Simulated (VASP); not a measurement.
Set up this calculation in VASP 6.6.1, as the native input.

- Task: single point
- Functional: PBE
- Potentials or basis: VASP PAW PBE potentials, release 64 (Sn_d, O)
- Cutoff: 520 eV
- k mesh: 8 × 8 × 8
- Occupations: fermi-dirac, width 0.02 eV
- Spin: no spin polarisation
- Dipole correction: no
- Further INCAR settings: ALGO = Normal; EDIFF = 1e-06; NBANDS = 17

The structure of SnO lies in POSCAR:

```
SnO
1.0
    0.0000000000      2.4108856853      2.7021583760
    2.4108856853      0.0000000000      2.7021583760
    2.4108856853      2.4108856853      0.0000000000
Sn O
1 1
Direct
    0.0000000000      0.0000000000      0.0000000000
    0.5000000000      0.5000000000      0.5000000000
```

This cell differs from its parent crystal: epitaxial xy strain -5.0%.

One way to write it, as run:

INCAR

```
SYSTEM = SnO
PREC = Accurate
ENCUT = 520
EDIFF = 1E-6
ISMEAR = -1
SIGMA = 0.02
LREAL = .FALSE.
LASPH = .TRUE.
NELM = 80
ALGO = Normal
ISIF = 2
LWAVE = .FALSE.
LCHARG = .TRUE.
GGA = PE
LELF = .TRUE.
LVHAR = .TRUE.
NBANDS = 17
```

KPOINTS

```
regular mesh
0
G
  8 8 8
  0 0 0
```

Potentials or basis: VASP PAW PBE potentials, release 64 (Sn_d, O).

Command:

```console
$ cat potpaw_PBE.64/Sn_d/POTCAR potpaw_PBE.64/O/POTCAR > POTCAR
$ mpirun -np 1 vasp_std > vasp.out
```

It gave:

```
Pressure               : 9.0 GPa
Band gap on the k mesh : 0.59 eV, indirect (least direct gap 0.91 eV)
```

Caveat: the cell differs from its parent crystal (epitaxial xy strain -5.0%); spin-orbit coupling is left out, which moves the levels of the heavy elements.

Wall time 15 s on 1 thread of Intel(R) Xeon(R) 6975P-C (Granite Rapids), on a shared host, peak memory 0.17 GiB.
